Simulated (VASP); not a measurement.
# SnO2 (R-3m) in VASP: a series of runs, part 2 of 3

VASP 6.6.1.

## (3) Single point, PBEsol (atoms shifted along a free coordinate)

Contents of INCAR:

```
SYSTEM = SnO2
ALGO = Normal ; EDIFF = 1E-6
ENCUT = 520 ; GGA = PS
ISIF = 2 ; ISMEAR = 0
LASPH = .TRUE. ; LCHARG = .FALSE.
LREAL = .FALSE. ; LWAVE = .FALSE.
NBANDS = 20 ; NELM = 100
PREC = Accurate ; SIGMA = 0.05
```

Contents of KPOINTS:

```
k-points
0
G
  12 12 12
  0 0 0
```

Contents of POSCAR:

```
SnO2
1.0
    1.6334330255      0.9430629970      4.4873826809
   -1.6334330255      0.9430629970      4.4873826809
    0.0000000000     -1.8861259940      4.4873826809
Sn O
1 2
Direct
    0.5000000000      0.5000000000      0.5000000000
    0.2414378084      0.2414378084      0.2414378084
    0.7585621916      0.7585621916      0.7585621916
```

Potentials or basis: VASP PAW PBE potentials, release 64 (Sn_d, O).

Launch:

```bash
$ cat potpaw_PBE.64/Sn_d/POTCAR potpaw_PBE.64/O/POTCAR > POTCAR
$ mpirun -np 1 vasp_std > vasp.out
```

OUTCAR:

```text
SYSTEM = SnO2
   EDIFF = 1E-6
   ENCUT = 520
   GGA = PS
   ISIF = 2
   ISMEAR = 0
   LASPH = .TRUE.
   LREAL = .FALSE.
   NELM = 100
   PREC = Accurate

 ion  position               nearest neighbor table
   1  0.500  0.500  0.500-   2 2.14   2 2.14   3 2.14   3 2.14   2 2.14   3 2.14
   2  0.241  0.241  0.241-   1 2.14   1 2.14   1 2.14
   3  0.759  0.759  0.759-   1 2.14   1 2.14   1 2.14

  LATTYP: Found a trigonal (rhomboedric) cell.
 ALAT       =     4.8676559646
 COS(alpha) =     0.7747872837

  Lattice vectors:

 A1 = (   1.6334330255,   0.9430629970,   4.4873826809)
 A2 = (  -1.6334330255,   0.9430629970,   4.4873826809)
 A3 = (   0.0000000000,  -1.8861259940,   4.4873826809)

Analysis of symmetry for initial positions (statically):
=====================================================================
 Subroutine PRICEL returns:
 Original cell was already a primitive cell.

 Routine SETGRP: Setting up the symmetry group for a
 trigonal (rhombohedral) supercell.

 Subroutine GETGRP returns: Found 12 space group operations
 (whereof 12 operations were pure point group operations)
 out of a pool of 12 trial point group operations.

The static configuration has the point symmetry D_3d.

Analysis of symmetry for dynamics (positions and initial velocities):
=====================================================================
 Subroutine PRICEL returns:
 Original cell was already a primitive cell.

 Routine SETGRP: Setting up the symmetry group for a
 trigonal (rhombohedral) supercell.

 Subroutine GETGRP returns: Found 12 space group operations
 (whereof 12 operations were pure point group operations)
 out of a pool of 12 trial point group operations.

The dynamic configuration has the point symmetry D_3d.

 Subroutine INISYM returns: Found 12 space group operations
 (whereof 12 operations are pure point group operations),
 and found     1 'primitive' translations

----------------------------------------------------------------------------------------

                                     Primitive cell

  volume of cell :      41.4750

  direct lattice vectors                    reciprocal lattice vectors
     1.633433026  0.943062997  4.487382681     0.306103766  0.176729091  0.074282351
    -1.633433026  0.943062997  4.487382681    -0.306103766  0.176729091  0.074282351
     0.000000000 -1.886125994  4.487382681     0.000000000 -0.353458183  0.074282351

  length of vectors
     4.867655965  4.867655965  4.867655965     0.361179394  0.361179394  0.361179394

  position of ions in fractional coordinates (direct lattice)
     0.500000000  0.500000000  0.500000000
     0.241437808  0.241437808  0.241437808
     0.758562192  0.758562192  0.758562192

  ion indices of the primitive-cell ions
   primitive index   ion index
                 1           1
                 2           2
                 3           3

----------------------------------------------------------------------------------------

 KPOINTS: k-points

Automatic generation of k-mesh.
 Grid dimensions read from file:
 generate k-points for:   12   12   12

 Generating k-lattice:

  Cartesian coordinates                     Fractional coordinates (reciprocal lattice)
     0.025508647  0.014727424  0.006190196     0.083333333 -0.000000000  0.000000000
    -0.025508647  0.014727424  0.006190196    -0.000000000  0.083333333  0.000000000
     0.000000000 -0.029454849  0.006190196     0.000000000  0.000000000  0.083333333

  Length of vectors
     0.030098283  0.030098283  0.030098283

  Shift w.r.t. Gamma in fractional coordinates (k-lattice)
     0.000000000  0.000000000  0.000000000

 Subroutine IBZKPT returns following result:
 ===========================================

 Found    189 irreducible k-points:

 Following reciprocal coordinates:
            Coordinates               Weight
  0.000000  0.000000  0.000000      1.000000
  0.083333 -0.000000  0.000000      6.000000
  0.166667  0.000000  0.000000      6.000000
  0.250000  0.000000  0.000000      6.000000
  0.333333 -0.000000  0.000000      6.000000
  0.416667  0.000000 -0.000000      6.000000
[... 16 lines left out ...]
  0.500000  0.166667  0.000000     12.000000
 -0.416667  0.166667  0.000000     12.000000
 [... further k-points ...]
   k-points           NKPTS =    189   k-points in BZ     NKDIM =    189   number of bands    NBANDS=     20
   number of dos      NEDOS =    301   number of ions     NIONS =      3
   total plane-waves  NPLWV =  46656
   dimension x,y,z NGX =    36 NGY =   36 NGZ =   36
   dimension x,y,z NGXF=    72 NGYF=   72 NGZF=   72
   ions per type =               1   2
   NGX,Y,Z   is equivalent  to a cutoff of  12.30, 12.30, 12.30 a.u.
   NGXF,Y,Z  is equivalent  to a cutoff of  24.59, 24.59, 24.59 a.u.
 SYSTEM =  SnO2
   PREC   = accura    normal or accurate (medium, high low for compatibility)
   ISTART =      0    job   : 0-new  1-cont  2-samecut
   ICHARG =      2    charge: 1-file 2-atom 10-const
   ISPIN  =      1    spin polarized calculation?
   LNONCOLLINEAR =      F non collinear calculations
   LSORBIT =      F    spin-orbit coupling
   LASPH  =      T    aspherical Exc in radial PAW
   ENCUT  =  520.0 eV  38.22 Ry    6.18 a.u.   9.05  9.05  9.05*2*pi/ulx,y,z
   NELM   =    100;   NELMIN=  2; NELMDL= -5     # of ELM steps
   EDIFF  = 0.1E-05   stopping-criterion for ELM
   LREAL  =      F    real-space projection
   EDIFFG = 0.1E-04   stopping-criterion for IOM
   NSW    =      0    number of steps for IOM
   IBRION =     -1    ionic relax: 0-MD 1-quasi-New 2-CG
   NFREE  =      0    steps in history (QN), initial steepest desc. (CG)
   ISIF   =      2    stress and relaxation
   ISYM   =      2    0-nonsym 1-usesym 2-fastsym
   POTIM  = 0.5000    time-step for ionic-motion
   TEBEG  =    0.0;   TEEND  =   0.0 temperature during run
   PSTRESS=    0.0 pullay stress
   NELECT =      26.0000    total number of electrons
   NUPDOWN=      -1.0000    fix difference up-down
   EMIN   =  10.00;   EMAX   =-10.00  energy-range for DOS
   EFERMI =   0.00;   METHOD = LEGACY
   ISMEAR =     0;   SIGMA  =   0.05  broadening in eV -4-tet -1-fermi 0-gaus
   EFERMI_NEDOS =   21; number of points for ismear=-14 and -15
   IALGO  =     38    algorithm
   IMIX   =      4    mixing-type and parameters
     AMIX     =   0.40;   BMIX     =  1.00
     AMIX_MAG =   1.60;   BMIX_MAG =  1.00
  volume/ion in A,a.u.               =      13.82        93.30
  Fermi-wavevector in a.u.,A,eV,Ry     =   1.401104  2.647703 26.709507  1.963093
  Thomas-Fermi vector in A             =   2.523999
   LORBIT       =      0    0 simple, 1 ext, 2 COOP (PROOUT), +10 PAW based schemes
   GGA     = PS    functional components
   LHFCALC =     F    Hartree Fock is set to
   AEXX    =    0.0000 exact exchange contribution
   IVDW    =     0    specifies the selected vdW correction
   LEPSILON=     F    determine dielectric tensor
   LRPA    =     F    only Hartree local field effects (RPA)
 non-spin polarized calculation
 Gauss-broadening in eV      SIGMA  =   0.05
  energy-cutoff  :      520.00
  volume of cell :       41.47
 maximum number of plane-waves:      1133
   NGX = 19   NGY = 19   NGZ = 19

 number of electron      26.0000002 magnetization

 Free energy of the ion-electron system (eV)
  ---------------------------------------------------
  ext. energy  EPLUGINS =         0.00000000
  ---------------------------------------------------
  free energy    TOTEN  =       -19.28311983 eV

  energy without entropy =      -19.28311983  energy(sigma->0) =      -19.28311983

 E-fermi :   4.2412     XC(G=0): -10.6063

 val. band max:        3.9238020188   @ k =  -0.0833   0.0833   0.0000
 cond. band min:       5.3447456700   @ k =   0.0000   0.0000   0.0000
 fundamental gap:      1.4209436512
 Fermi energy:         4.2411617542

 k-point     1 :       0.0000    0.0000    0.0000
  band No.  band energies     occupation
      1     -16.1362      2.00000
      2     -15.9301      2.00000
      3     -15.9301      2.00000
      4     -15.7677      2.00000
      5     -15.7677      2.00000
      6     -14.0592      2.00000
[... 12 lines left out ...]
     19      20.4761      0.00000
[... 513 lines left out ...]
      4     -15.7491      2.00000
      5     -15.7040      2.00000
      6     -12.4725      2.00000
[... 12 lines left out ...]
     19      17.2090      0.00000
     20      18.2230      0.00000

 [... further k-points ...]

------------------------ aborting loop because EDIFF is reached ----------------------------------------

  FORCE on cell =-STRESS in cart. coord.  units (eV):
  Direction    XX          YY          ZZ          XY          YZ          ZX
  --------------------------------------------------------------------------------------
  -------------------------------------------------------------------------------------
  Total       -2.1681343     -2.1681343     -1.1612636      0.0000000     -0.0000000      0.0000000
  in kB      -83.7549283    -83.7549283    -44.8595596      0.0000000     -0.0000000      0.0000000
  external PRESSURE =     -70.7898054 kB  Pullay stress =       0.0000000 kB

 VOLUME and BASIS-vectors are now :
 -----------------------------------------------------------------------------
  energy-cutoff  :      520.00
  volume of cell :       41.47
      direct lattice vectors                 reciprocal lattice vectors
     1.633433026  0.943062997  4.487382681     0.306103766  0.176729091  0.074282351
    -1.633433026  0.943062997  4.487382681    -0.306103766  0.176729091  0.074282351
     0.000000000 -1.886125994  4.487382681     0.000000000 -0.353458183  0.074282351

 POSITION                                       TOTAL-FORCE (eV/Angst)
 -----------------------------------------------------------------------------------
      0.00000      0.00000      6.73107        -0.000000      0.000000     -0.000000
      0.00000      0.00000      3.25027         0.000000     -0.000000     -0.461042
      0.00000      0.00000     10.21188         0.000000      0.000000      0.461042
 -----------------------------------------------------------------------------------
    total drift:                               -0.000000     -0.000000      0.000000

  FREE ENERGIE OF THE ION-ELECTRON SYSTEM (eV)
  ---------------------------------------------------
  free  energy   TOTEN  =       -19.2831198280 eV

  energy  without entropy=      -19.2831198280  energy(sigma->0) =      -19.28311983
```

stdout:

```text
POSCAR found type information on POSCAR SnO
 POSCAR found :  2 types and       3 ions
 scaLAPACK will be used
 -----------------------------------------------------------------------------
|                                                                             |
|                                                                             |
|     You enforced a specific xc type in the INCAR file but a different       |
|     I HOPE YOU KNOW WHAT YOU ARE DOING!                                     |
|                                                                             |
 -----------------------------------------------------------------------------

 LDA part: xc-table for (Slater+PW92), standard interpolation
 POSCAR, INCAR and KPOINTS ok, starting setup
 FFT: planning ... GRIDC
 FFT: planning ... GRID_SOFT
 FFT: planning ... GRID
 WAVECAR not read
 entering main loop
```

Wall time 89 s (1 thread of Intel Xeon 6975P-C (Granite Rapids), shared host); peak memory 0.3 GiB.

What came out:

| Quantity | Value |
| --- | --- |
| Free energy | -19.2831 eV |
| Pressure | -7.1 GPa |
| Largest force | 0.461 eV/Å |
| Band gap on the k mesh | 1.42 eV (least direct gap 1.44 eV) |

Forces on the atoms (eV/Å):
```
Sn   0.000  0.000  0.000
O    0.000  0.000 -0.461
O    0.000  0.000  0.461
```

Levels at points of the mesh, in eV from the valence-band top:
| k point | band 11 | band 12 | band 13 | band 14 | band 15 | band 16 |
| --- | --- | --- | --- | --- | --- | --- |
| (0.00, 0.00, 0.00) | -1.11 | -1.11 | -0.01 | 1.42 | 5.29 | 10.41 |
| (0.50, 0.00, 0.00) | -1.70 | -0.85 | -0.82 | 4.98 | 7.50 | 9.58 |
| (0.50, 0.50, 0.00) | -1.10 | -0.54 | -0.04 | 4.58 | 6.48 | 10.41 |
| (0.50, 0.50, 0.50) | -1.53 | -1.01 | -1.01 | 3.11 | 5.41 | 10.73 |

Caveat: the cell differs from its parent crystal (atoms shifted along a free coordinate); the cell stands under tension; the PAW data sets were made with another functional, which shifts forces and pressure a little; spin-orbit coupling is left out, which moves the levels of the heavy elements. A k mesh can miss the band edges.

## (4) Single point, PBEsol (atoms shifted along a free coordinate)

Contents of INCAR:

```
SYSTEM = SnO2
ALGO = Normal
EDIFF = 1E-6
ENCUT = 520
GGA = PS
ISIF = 2
ISMEAR = 0
LASPH = .TRUE.
LCHARG = .FALSE.
LREAL = .FALSE.
LWAVE = .FALSE.
NBANDS = 20
NELM = 100
PREC = Accurate
SIGMA = 0.05
```

KPOINTS is that of step 3.

Contents of POSCAR:

```
SnO2
1.0
    1.6334330255      0.9430629970      4.4873826809
   -1.6334330255      0.9430629970      4.4873826809
    0.0000000000     -1.8861259940      4.4873826809
Sn O
1 2
Direct
    0.5000000000      0.5000000000      0.5000000000
    0.2541351940      0.2541351940      0.2541351940
    0.7458648060      0.7458648060      0.7458648060
```

Launch:

```bash
$ cat potpaw_PBE.64/Sn_d/POTCAR potpaw_PBE.64/O/POTCAR > POTCAR
$ mpirun -np 1 vasp_std > vasp.out
```

Run time: 89 s. Hardware: 1 thread of Intel Xeon 6975P-C (Granite Rapids), shared host; peak memory 0.3 GiB.

Results (log left out):

* Free energy: -18.7719 eV
* Pressure: -16.9 GPa
* Largest force: 2.474 eV/Å
* Band gap on the k mesh: 0.87 eV

Forces on the atoms (eV/Å):
```
Sn   0.000  0.000  0.000
O    0.000  0.000 -2.474
O    0.000  0.000  2.474
```

Stress tensor (GPa, compression positive):
```
-15.18   0.00   0.00
  0.00 -15.18   0.00
  0.00   0.00 -20.45
```

Levels at points of the mesh, in eV from the valence-band top:
```tsv
k point	band 11	band 12	band 13	band 14	band 15	band 16
(0.00, 0.00, 0.00)	-1.01	-1.01	0.00	0.87	4.96	9.98
(0.50, 0.00, 0.00)	-2.25	-1.24	-1.07	3.99	6.55	9.08
(0.50, 0.50, 0.00)	-1.29	-0.55	-0.09	3.40	5.42	9.58
(0.50, 0.50, 0.50)	-1.36	-0.77	-0.77	2.99	4.94	10.33
```

Caveat: the cell differs from its parent crystal (atoms shifted along a free coordinate); the cell stands under tension; the PAW data sets were made with another functional, which shifts forces and pressure a little; spin-orbit coupling is left out, which moves the levels of the heavy elements.

## (5) Single point, PBEsol (atoms shifted along a free coordinate)

Contents of INCAR:

```
PREC = Accurate
ENCUT = 520
EDIFF = 1E-6
ISMEAR = 0
SIGMA = 0.05
LREAL = F
LASPH = T
NELM = 100
ALGO = Normal
ISIF = 2
LWAVE = F
LCHARG = T
GGA = PS
LELF = T
LVHAR = T
NBANDS = 20
```

Contents of KPOINTS:

```
Automatic mesh
0
Gamma
  12 12 12
```

Contents of POSCAR:

```
SnO2
1.0
    1.6334330255      0.9430629970      4.4873826809
   -1.6334330255      0.9430629970      4.4873826809
    0.0000000000     -1.8861259940      4.4873826809
Sn O
1 2
Direct
    0.5000000000      0.5000000000      0.5000000000
    0.2287404228      0.2287404228      0.2287404228
    0.7712595772      0.7712595772      0.7712595772
```

Launch:

```bash
$ cat potpaw_PBE.64/Sn_d/POTCAR potpaw_PBE.64/O/POTCAR > POTCAR
$ mpirun -np 1 vasp_std > vasp.out
```

Run time: 77 s. Hardware: 1 thread of Intel Xeon 6975P-C (Granite Rapids), shared host; peak memory 0.3 GiB.

Results (log left out):

```
Free energy            : -19.0486 eV
Pressure               : 7.8 GPa
Largest force          : 1.888 eV/Å
Band gap on the k mesh : 1.82 eV (least direct gap 2.35 eV)
```

Forces in eV/Å, atoms in the order of the input:
```
Sn   0.000  0.000  0.000
O    0.000  0.000  1.888
O    0.000  0.000 -1.888
```

Stress tensor (GPa, compression positive):
```
 6.58  0.00  0.00
 0.00  6.58  0.00
 0.00  0.00 10.26
```

Levels at points of the mesh, in eV from the valence-band top:
```tsv
k point	band 9	band 10	band 11	band 12	band 13	band 14	band 15	band 16	band 17	band 18
(0.00, 0.00, 0.00)	-1.66	-1.66	-1.35	-1.35	-0.53	1.82	6.01	10.84	10.84	11.33
(0.50, 0.00, 0.00)	-4.28	-3.87	-1.20	-0.70	-0.51	5.89	7.95	9.24	12.31	13.68
(0.50, 0.50, 0.00)	-4.57	-3.97	-0.79	-0.36	-0.13	5.61	6.84	10.28	11.17	13.93
(0.50, 0.50, 0.50)	-1.81	-1.73	-1.73	-1.31	-1.31	3.24	5.93	11.13	11.13	11.94
```

Caveat: the cell differs from its parent crystal (atoms shifted along a free coordinate); the cell stands under pressure; the PAW data sets were made with another functional, which shifts forces and pressure a little; spin-orbit coupling is left out, which moves the levels of the heavy elements. A k mesh can miss the band edges.

(Continued in part 3 of 3.)
